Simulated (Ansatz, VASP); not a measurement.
**Two plane-wave programs on LiTa4O**

```xyz
6
Lattice="3.4264 0.0000 0.0000 -1.7132 2.9674 0.0000 0.0000 0.0000 7.1228" Properties=species:S:1:pos:R:3 pbc="T T T"
Li    0.0000    0.0000    3.5614
Ta    0.0000    1.9782    5.2942
Ta    0.0000    1.9782    1.8286
Ta    1.7132    0.9891    5.2942
Ta    1.7132    0.9891    1.8286
O     0.0000    0.0000    0.0000
```

Change from the starting cell: species swapped into the TiVB4 type (P6/mmm, No. 191).

Alike in both runs: task single point; functional PBE; k mesh 6 × 6 × 4; occupations gaussian, width 0.1 eV; collinear spin.

```csv
,VASP,Ansatz
version,VASP 6.6.1,Ansatz 0.2.0
potentials or method,"VASP PAW PBE potentials, release 64 (Li_sv, Ta_pv, O), cutoff 520 eV","scalar-relativistic, plane waves, PAW"
valence electrons in the cell,53,61
```

```tsv
	VASP	Ansatz	Ansatz less VASP
gap on the k mesh at the Fermi level (eV)	none	none	-
rms of the force components (eV/Å)	0.055	0.055	-0.0001
net moment per atom (μB)	0.00	0.00	0.000
```

Atom by atom the forces differ by 0.000 eV/Å (rms over components). A gap of «none» marks a metal or a gap that the smearing closes. VASP's potentials hold 53 valence electrons a cell and Ansatz's 61, so a difference there can come from the potentials and not from the codes. Ansatz's warnings: seeded moment not kept.

Neither program's run includes spin-orbit coupling. Noted on VASP's run: the cutoff is under 1.25 times that of the potentials, so the pressure is a little rough.
